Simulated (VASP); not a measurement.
Wanted: the native input for a VASP 6.6.1 run.

```
Task                   : single point
Functional             : PBEsol
Potentials or basis    : VASP PAW PBE potentials, release 64 (Cd)
Cutoff                 : 520 eV
k mesh                 : 18 × 18 × 8
Occupations            : gaussian, width 0.15 eV
Spin                   : no spin polarisation
Dipole correction      : no
Further INCAR settings : ALGO = Fast; EDIFF = 1e-06; NBANDS = 19
```

The structure of Cd lies in POSCAR:

```
Cd
1.0
    2.9788725081      0.0000000000      0.0000000000
   -1.4894362540      2.5797792666      0.0000000000
    0.0000000000      0.0000000000      5.4772087500
Cd
2
Direct
    0.3333333333      0.6666666667      0.2500000000
    0.6666666667      0.3333333333      0.7500000000
```

This cell differs from its parent crystal: strain +0.000 along x and y, -0.025 along z.

One way to write it, as run:

INCAR

```
PREC = Accurate
ENCUT = 520
EDIFF = 1E-6
ISMEAR = 0
SIGMA = 0.15
LREAL = F
LASPH = T
NELM = 60
ALGO = Fast
ISIF = 2
LWAVE = F
LCHARG = F
GGA = PS
NBANDS = 19
```

KPOINTS

```
Automatic mesh
0
Gamma
  18 18 8
```

Potentials or basis: VASP PAW PBE potentials, release 64 (Cd).

Launch:

```console
$ cat potpaw_PBE.64/Cd/POTCAR > POTCAR
$ mpirun -np 1 vasp_std > vasp.out
```

Results of the run:

| Quantity | Value |
| --- | --- |
| Pressure | 0.0 GPa |
| Band gap on the k mesh | zero (bands 12 and 13 overlap by 4.11 eV) |

Caveat: the cell differs from its parent crystal (strain +0.000 along x and y, -0.025 along z); the PAW data sets were made with another functional, which shifts forces and pressure a little.

Run time: 2.3 min on 1 thread of Intel Xeon 8259CL, on a shared host, peak memory 0.25 GiB.
